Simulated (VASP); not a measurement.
A run of VASP 6.6.1:

The input INCAR:

```
PREC = Accurate ; ENCUT = 520
EDIFF = 1E-7 ; ISMEAR = 0
SIGMA = 0.15 ; LREAL = False
LASPH = True ; NELM = 80
ALGO = Normal ; ISIF = 2
LWAVE = False ; LCHARG = False
GGA = CA ; NBANDS = 30
```

Contents of KPOINTS:

```
Automatic mesh
0
Gamma
  14 14 14
```

The input POSCAR:

```
Cu3O2
1.0
   -1.9745500000      1.9745500000      3.3971000000
    1.9745500000     -1.9745500000      3.3971000000
    1.9745500000      1.9745500000     -3.3971000000
Cu O
3 2
Direct
    0.2500000000      0.7500000000      0.5000000000
    0.7500000000      0.2500000000      0.5000000000
    0.0000000000      0.0000000000      0.0000000000
    0.0000000000      0.5000000000      0.5000000000
    0.5000000000      0.0000000000      0.5000000000
```

Potentials or basis: VASP PAW LDA potentials, release 64 (Cu, O).

Run with:

```bash
$ cat potpaw_LDA.64/Cu/POTCAR potpaw_LDA.64/O/POTCAR > POTCAR
$ mpirun -np 1 vasp_std > vasp.out
```

Hardware: 1 thread of Intel(R) Xeon(R) Platinum 8375C CPU @ 2.90GHz (Ice Lake) (shared host).

Q: Estimate the wall time of this run.

A: Run time: 9 min on 1 thread of Intel(R) Xeon(R) Platinum 8375C CPU @ 2.90GHz (Ice Lake) (shared host), peak memory 0.41 GiB. Counts: scf iterations 17, k points 244.
